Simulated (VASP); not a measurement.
A run of VASP 6.6.1 is set up as follows.

Contents of INCAR:

```
PREC = Accurate ; ENCUT = 520
EDIFF = 1E-7 ; ISMEAR = 1
SIGMA = 0.1359 ; LREAL = F
LASPH = T ; NELM = 60
ALGO = Normal ; ISIF = 2
LWAVE = F ; LCHARG = F
GGA = PE ; NBANDS = 32
```

Contents of KPOINTS:

```
Automatic mesh
0
Gamma
  5 5 7
```

The input POSCAR:

```
TlFe2H4O2
1.0
    3.4437170000      4.0605560000      0.0000000000
    3.4437170000     -4.0605560000      0.0000000000
    0.4504560000      0.0000000000     -3.3759990000
Tl Fe O H
1 2 2 4
Direct
    0.0000000000      0.0000000000      0.0000000000
    0.2385000000      0.2385000000      0.4384000000
    0.7615000000      0.7615000000      0.5616000000
    0.2396000000      0.7604000000      0.0000000000
    0.7604000000      0.2396000000      0.0000000000
    0.3990000000      0.7810000000      0.8610000000
    0.2190000000      0.6010000000      0.1390000000
    0.6010000000      0.2190000000      0.1390000000
    0.7810000000      0.3990000000      0.8610000000
```

Potentials or basis: VASP PAW PBE potentials, release 64 (Tl_d, Fe, O, H).

Launch:

```bash
$ cat potpaw_PBE.64/Tl_d/POTCAR potpaw_PBE.64/Fe/POTCAR potpaw_PBE.64/O/POTCAR potpaw_PBE.64/H/POTCAR > POTCAR
$ mpirun -np 1 vasp_std > vasp.out
```

**Question.** Estimate the band gap on the k mesh.

**Answer.** Zero (an odd number of electrons rules out a gap without spin polarisation).

**Question.** What does it give for the largest force?

**Answer.** 4.616 eV/Å.

Stress tensor (GPa, compression positive):
```
30.05  0.00 12.40
 0.00 70.05  0.00
12.40  0.00 27.65
```

Caveat: the cell stands under pressure; spin-orbit coupling is left out, which moves the levels of the heavy elements; an odd number of electrons without spin polarisation forces a metal; a magnetic or distorted state may lie lower; the run has no spin polarisation, though such a crystal can be magnetic. With open d or f shells a metallic result of PBE can be an artefact of self-interaction; +U or a hybrid may open a gap.
